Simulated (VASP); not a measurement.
TiSi2:

```
Ti Si
1.0
     4.24363    0.00000    0.00000
     0.00000    4.24363    0.00000
     0.00000    0.00000    6.00696
Ti Si
2 4
Direct
  0.00000 0.50000 0.78574
  0.50000 0.00000 0.78574
  0.00000 0.50000 0.15199
  0.50000 0.00000 0.15199
  0.00000 0.00000 0.13781
  0.50000 0.50000 0.77831
```

The cell was built from a structure type or drawn by symmetry, and may not be a known phase.

| Quantity | Value |
| --- | --- |
| Program | VASP 6.6.1 |
| Task | relaxation of cell and atoms |
| Functional | PBE |
| Potentials or basis | VASP PAW PBE potentials, release 64 (Ti_sv, Si) |
| Cutoff | 600 eV |
| k mesh | 4 × 4 × 4 |
| Occupations | gaussian, width 0.1 eV |
| Spin | no spin polarisation |

At the start: pressure 36.4 GPa; volume 18.03 Å³/atom.

**Question.** How do energy, volume and symmetry change on relaxing?

**Answer.** Over 40 steps the energy falls by 1444.6 meV/atom and the volume is 17.79 Å³/atom (-1.3 %); space group P4mm (No. 99, to 0.1 Å) before and after.

Step by step:
```csv
step,energy change (eV),largest force (eV/Å),pressure (GPa),volume (Å³)
1,0.0000,4.2709,36.38,108.18
2,-2.7657,0.8622,-11.28,184.74
3,-4.5374,1.0540,-2.66,146.72
4,-4.5384,1.0613,-2.29,145.88
5,-5.1738,1.2244,-3.16,141.71
6,-4.6677,6.9340,3.22,125.91
7,-5.4748,3.0400,-2.38,136.43
8,-5.7492,3.0888,-2.75,134.38
9,-6.4883,2.9848,-3.03,128.08
10,-5.7276,1.0336,5.04,114.87
11,-6.5727,3.1116,-1.75,124.66
12,-6.4973,1.7624,0.97,118.90
13,-6.6309,2.7074,-0.71,121.93
14,-7.1408,0.6563,-1.55,119.73
15,-7.2244,0.7903,-1.34,118.41
16,-7.4583,0.7380,-1.30,117.37
17,-7.6519,1.0371,-0.37,115.13
18,-7.6875,1.0018,-0.23,114.68
19,-7.7852,0.8465,0.23,113.34
20,-7.9231,1.0823,1.24,110.66
21,-7.8706,1.4896,4.64,105.36
22,-7.9642,1.2417,2.34,108.47
23,-8.0041,1.2282,1.72,108.88
24,-8.0967,1.1965,-0.03,110.12
25,-8.2073,1.0620,-3.12,112.60
26,-8.3051,1.0040,-2.55,111.50
27,-8.4694,0.9934,0.02,108.23
28,-8.4733,1.0812,0.66,107.63
29,-8.5367,0.9273,0.21,107.83
30,-8.6049,0.5201,-0.61,108.38
31,-8.6063,0.5682,-0.54,108.31
32,-8.6292,0.4571,-0.20,107.60
33,-8.6443,0.2591,0.42,106.52
34,-8.6517,0.2327,-0.37,107.06
35,-8.6523,0.2286,-0.66,107.26
36,-8.6580,0.1879,-0.27,106.79
37,-8.6617,0.1308,0.40,106.02
38,-8.6653,0.0950,0.17,106.34
39,-8.6670,0.0535,-0.13,106.82
40,-8.6677,0.0322,0.08,106.72
```

Final structure:
```xyz
6
Lattice="4.5588 0.0000 0.0000 0.0000 4.5588 0.0000 0.0000 0.0000 5.1351" Properties=species:S:1:pos:R:3 pbc="T T T"
Ti    0.0000    2.2794    3.6662
Ti    2.2794    0.0000    3.6662
Si    0.0000    2.2794    1.0627
Si    2.2794    0.0000    1.0627
Si    0.0000    0.0000    5.0031
Si    2.2794    2.2794    5.0092
```

Caveat: the k points lie up to 0.34 Å⁻¹ apart in the final cell, too coarse for converged energies and pressures of a metal.
